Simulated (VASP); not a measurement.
A run of VASP 6.6.1:

File INCAR:

```
SYSTEM = LiCl
ALGO = Normal
EDIFF = 1E-6
ENCUT = 520
GGA = PE
ISIF = 2
ISMEAR = -1
LASPH = .True.
LCHARG = .False.
LREAL = .False.
LWAVE = .False.
NBANDS = 12
NELM = 100
PREC = Accurate
SIGMA = 0.02
```

Contents of KPOINTS:

```
k-points
0
Gamma
  8 8 8
  0 0 0
```

Contents of POSCAR:

```
LiCl
1.0
    0.0000000000      2.8423642382      2.8423642382
    2.8423642382      0.0000000000      2.8423642382
    2.8423642382      2.8423642382      0.0000000000
Li Cl
1 1
Direct
    0.0000000000      0.0000000000      0.0000000000
    0.2500000000      0.2500000000      0.2500000000
```

Potentials or basis: VASP PAW PBE potentials, release 64 (Li_sv, Cl).

The run is started by

```console
$ cat potpaw_PBE.64/Li_sv/POTCAR potpaw_PBE.64/Cl/POTCAR > POTCAR
$ mpirun -np 1 vasp_std > vasp.out
```

Hardware: 1 thread of Intel(R) Xeon(R) Platinum 8488C (Sapphire Rapids), with other jobs on the host.

Q: Estimate the wall time of this run.

A: Wall time 19 s on 1 thread of Intel(R) Xeon(R) Platinum 8488C (Sapphire Rapids), with other jobs on the host, peak memory 0.16 GiB. Counts: scf iterations 13, k points 29.
